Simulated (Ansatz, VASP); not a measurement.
**One calculation of MgS, two programs**

```xyz
2
Lattice="0.0000 2.6407 2.6407 2.6407 0.0000 2.6407 2.6407 2.6407 0.0000" Properties=species:S:1:pos:R:3 pbc="T T T"
Mg    0.0000    0.0000    0.0000
S     2.6407    2.6407    2.6407
```

Alike in both runs: task single point; functional PBE; k mesh 8 × 8 × 8; no spin polarisation.

```csv
,VASP,Ansatz
version,VASP 6.6.1,Ansatz 0.2.0
potentials or method,"VASP PAW PBE potentials, release 64 (Mg, S)","plane waves, PAW"
plane-wave cutoff (eV),600,420
occupations,"gaussian, width 0.01 eV",fixed
valence electrons in the cell,8,16
```

Ansatz gave:

| Property | Result |
| --- | --- |
| gap on the k mesh at the Fermi level (eV) | 2.69 |
| pressure (GPa) | -2.1 |

Question: What did VASP give for the same quantities?

Answer: gap on the k mesh at the Fermi level (eV): 2.68; pressure (GPa): -2.3.

VASP's potentials hold 8 valence electrons a cell and Ansatz's 16, so a difference there can come from the potentials and not from the codes.
